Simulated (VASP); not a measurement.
# GdTePd2 (P6_3/mmc) in VASP: single point with PBE

Aim: the single point of GdTePd2 with PBE.

All numbers are computed with VASP 6.6.1; they aren't measurements. Logs are shortened: lines on timing, memory, paths and dates and some standing lists are left out, and cuts for length are marked.

### 1 The cell of the first run

Symmetry: P6_3/mmc, No. 194, hexagonal system. Conventional cell: a = 4.627 Å, b = 4.627 Å, c = 9.166 Å, α = 90.00°, β = 90.00°, γ = 120.00°. Gd (site symmetry -6m2) has 8 Pd at 3.03 to 3.14 Å and 6 Te at 3.52 Å within 4.0 Å. Te (site symmetry -3m) has 6 Pd at 2.80 Å and 6 Gd at 3.52 Å within 3.7 Å. Pd (site symmetry 3m) has 3 Te at 2.80 Å and 4 Pd at 2.88 to 3.17 Å and 4 Gd at 3.03 to 3.14 Å within 3.7 Å.

The cell was built from a structure type or drawn by symmetry, and may not be a known phase.

### 2 Single point, PBE, collinear spin, ferromagnetic start

File INCAR:

```
SYSTEM = GdTePd2
PREC = Accurate
ENCUT = 520
EDIFF = 1E-7
ISMEAR = 0
SIGMA = 0.1
LREAL = .FALSE.
LASPH = .TRUE.
NELM = 150
ALGO = Normal
ISIF = 2
LWAVE = .FALSE.
LCHARG = .FALSE.
ISPIN = 2
MAGMOM = 7 7 0 0 0 0 0 0
LORBIT = 11
LMAXMIX = 6
GGA = PE
NBANDS = 58
```

File KPOINTS:

```
regular mesh
0
G
  6 6 2
  0 0 0
```

File POSCAR:

```
GdTePd2
1.0
    4.6272389620      0.0000000038      0.0000000000
   -2.3136194843      4.0073064885      0.0000000000
    0.0000000000      0.0000000000      9.1664881848
Gd Te Pd
2 2 4
Direct
    0.3333333333      0.6666666667      0.7500000000
    0.6666666667      0.3333333333      0.2500000000
    0.0000000000      0.0000000000      0.0000000000
    0.0000000000      0.0000000000      0.5000000000
    0.3333333333      0.6666666667      0.4070597514
    0.3333333333      0.6666666667      0.0929402486
    0.6666666667      0.3333333333      0.5929402486
    0.6666666667      0.3333333333      0.9070597514
```

Potentials or basis: VASP PAW PBE potentials, release 64 (Gd, Te, Pd).

The run is started by

```sh
cat potpaw_PBE.64/Gd/POTCAR potpaw_PBE.64/Te/POTCAR potpaw_PBE.64/Pd/POTCAR > POTCAR
mpirun -np 1 vasp_std > vasp.out
```

OUTCAR:

```text
SYSTEM = GdTePd2
   PREC = Accurate
   ENCUT = 520
   EDIFF = 1E-7
   ISMEAR = 0
   LREAL = .FALSE.
   LASPH = .TRUE.
   NELM = 150
   ISIF = 2
   ISPIN = 2
   LORBIT = 11
   GGA = PE

 ion  position               nearest neighbor table
   1  0.333  0.667  0.750-   7 3.03   8 3.03   7 3.03   8 3.03   7 3.03   8 3.03   5 3.14   6 3.14
                             3 3.52   4 3.52   3 3.52   4 3.52   3 3.52   4 3.52
   2  0.667  0.333  0.250-   5 3.03   6 3.03   5 3.03   6 3.03   5 3.03   6 3.03   7 3.14   8 3.14
                             3 3.52   4 3.52   3 3.52   4 3.52   3 3.52   4 3.52
   3  0.000  0.000  0.000-   6 2.80   8 2.80   6 2.80   8 2.80   8 2.80   6 2.80   1 3.52   2 3.52
                             1 3.52   2 3.52   1 3.52   2 3.52
   4  0.000  0.000  0.500-   5 2.80   7 2.80   5 2.80   7 2.80   7 2.80   5 2.80   1 3.52   2 3.52
                             1 3.52   2 3.52   1 3.52   2 3.52
   5  0.333  0.667  0.407-   4 2.80   4 2.80   4 2.80   6 2.88   2 3.03   2 3.03   2 3.03   1 3.14
                             7 3.17   7 3.17   7 3.17
   6  0.333  0.667  0.093-   3 2.80   3 2.80   3 2.80   5 2.88   2 3.03   2 3.03   2 3.03   1 3.14
                             8 3.17   8 3.17   8 3.17
   7  0.667  0.333  0.593-   4 2.80   4 2.80   4 2.80   8 2.88   1 3.03   1 3.03   1 3.03   2 3.14
                             5 3.17   5 3.17   5 3.17
   8  0.667  0.333  0.907-   3 2.80   3 2.80   3 2.80   7 2.88   1 3.03   1 3.03   1 3.03   2 3.14
                             6 3.17   6 3.17   6 3.17

  LATTYP: Found a hexagonal cell.
 ALAT       =     4.6272389620
 C/A-ratio  =     1.9809843970

  Lattice vectors:

 A1 = (   4.6272389620,   0.0000000038,   0.0000000000)
 A2 = (  -2.3136194843,   4.0073064885,   0.0000000000)
 A3 = (   0.0000000000,   0.0000000000,   9.1664881848)

Analysis of symmetry for initial positions (statically):
=====================================================================
 Subroutine PRICEL returns:
 Original cell was already a primitive cell.

 Routine SETGRP: Setting up the symmetry group for a
 hexagonal supercell.

 Subroutine GETGRP returns: Found 24 space group operations
 (whereof 12 operations were pure point group operations)
 out of a pool of 24 trial point group operations.

The static configuration has the point symmetry D_3d.
[... 173 lines left out ...]
  ---------------------------------------------------
  ext. energy  EPLUGINS =         0.00000000
  ---------------------------------------------------
  free energy    TOTEN  =       -57.40309804 eV

  energy without entropy =      -57.37736621  energy(sigma->0) =      -57.39023212

 E-fermi :   7.7183     XC(G=0): -11.3628

 val. band max:        7.7100759549   @ k =   0.3333   0.1667   0.5000
 cond. band min:       7.7206280737   @ k =   0.3333   0.3333   0.5000
 fundamental gap:      0.0105521188
 Fermi energy:         7.7183394402

 spin component 1

 k-point     1 :       0.0000    0.0000    0.0000
  band No.  band energies     occupation
      1     -37.5460      1.00000
      2     -37.5455      1.00000
      3     -14.9945      1.00000
      4     -14.9706      1.00000
      5     -14.9036      1.00000
      6     -14.9036      1.00000
[... 815 lines left out ...]
     55      10.0447      0.00000
     56      10.0447      0.00000
 Fermi energy:         7.7183394402

 spin component 2

 k-point     1 :       0.0000    0.0000    0.0000
  band No.  band energies     occupation
      1     -34.3989      1.00000
      2     -34.3981      1.00000
      3     -12.8184      1.00000
      4     -12.7767      1.00000
      5     -12.6867      1.00000
      6     -12.6867      1.00000
[... 815 lines left out ...]
     55      10.6661      0.00000
     56      10.6661      0.00000
 [bands above 56 left out]

------------------------ aborting loop because EDIFF is reached ----------------------------------------

  FORCE on cell =-STRESS in cart. coord.  units (eV):
  Direction    XX          YY          ZZ          XY          YZ          ZX
  --------------------------------------------------------------------------------------
  -------------------------------------------------------------------------------------
  Total       -0.0600208     -0.0600208     -0.0718545      0.0000000      0.0000000      0.0000000
  in kB       -0.5657636     -0.5657636     -0.6773094      0.0000000      0.0000000      0.0000000
  external PRESSURE =      -0.6029455 kB  Pullay stress =       0.0000000 kB

 VOLUME and BASIS-vectors are now :
 -----------------------------------------------------------------------------
  energy-cutoff  :      520.00
  volume of cell :      169.97
      direct lattice vectors                 reciprocal lattice vectors
     4.627238962  0.000000004  0.000000000     0.216111597  0.124772089  0.000000000
    -2.313619484  4.007306489  0.000000000    -0.000000000  0.249544177  0.000000000
     0.000000000  0.000000000  9.166488185     0.000000000  0.000000000  0.109093033

 POSITION                                       TOTAL-FORCE (eV/Angst)
 -----------------------------------------------------------------------------------
     -0.00000      2.67154      6.87487        -0.000000     -0.000000      0.000000
      2.31362      1.33577      2.29162         0.000000      0.000000      0.000000
      0.00000      0.00000      0.00000         0.000000     -0.000000      0.000000
      0.00000      0.00000      4.58324         0.000000     -0.000000      0.000000
     -0.00000      2.67154      3.73131         0.000000     -0.000000      0.017702
     -0.00000      2.67154      0.85194         0.000000     -0.000000     -0.017702
      2.31362      1.33577      5.43518        -0.000000      0.000000     -0.017702
      2.31362      1.33577      8.31455        -0.000000     -0.000000      0.017702
 -----------------------------------------------------------------------------------
    total drift:                               -0.000000      0.000000      0.000000

  FREE ENERGIE OF THE ION-ELECTRON SYSTEM (eV)
  ---------------------------------------------------
  free  energy   TOTEN  =       -57.4030980350 eV

  energy  without entropy=      -57.3773662068  energy(sigma->0) =      -57.39023212

 total charge

# of ion       s       p       d       f       tot
--------------------------------------------------
    1        2.035   5.607   0.496   7.025  15.162
    2        2.035   5.607   0.496   7.025  15.162
    3        1.343   1.903   0.094   0.000   3.339
    4        1.343   1.903   0.094   0.000   3.339
    5        0.477   0.396   8.634   0.000   9.507
    6        0.477   0.396   8.634   0.000   9.507
    7        0.477   0.396   8.634   0.000   9.507
    8        0.477   0.396   8.634   0.000   9.507
--------------------------------------------------
tot          8.662  16.602  35.716  14.050  75.030

 magnetization (x)

# of ion       s       p       d       f       tot
--------------------------------------------------
    1       -0.002  -0.078   0.097   6.798   6.815
    2       -0.002  -0.078   0.097   6.798   6.815
    3        0.001  -0.005   0.002   0.000  -0.003
    4        0.001  -0.005   0.002   0.000  -0.003
    5        0.007   0.018   0.004   0.000   0.029
    6        0.007   0.018   0.004   0.000   0.029
    7        0.007   0.018   0.004   0.000   0.029
    8        0.007   0.018   0.004   0.000   0.029
--------------------------------------------------
tot          0.025  -0.096   0.214  13.596  13.739
```

It took 44 min on 1 thread of Intel Xeon 8259CL, shared host; peak memory 0.52 GiB.

Results:

```yaml
Free_energy: -57.4031 eV
Pressure: -0.1 GPa
Largest_force: 0.018 eV/Å
Net_moment: 14.42 μB per cell
Site_moments: Gd +6.82; Te -0.00; Pd +0.03 μB
Valence_electrons_inside_the_program's_atomic_spheres: Gd 15.16; Te 3.34; Pd 9.51
```

Forces on the atoms (eV/Å):
```
Gd   0.000  0.000  0.000
Gd   0.000  0.000  0.000
Te   0.000  0.000  0.000
Te   0.000  0.000  0.000
Pd   0.000  0.000  0.018
Pd   0.000  0.000 -0.018
Pd   0.000  0.000 -0.018
Pd   0.000  0.000  0.018
```

Caveat: spin-orbit coupling is left out, which moves the levels of the heavy elements; semilocal functionals describe open f shells poorly, which spoils levels, moments and volumes. The state reached can hang on the start; a lower one may exist.
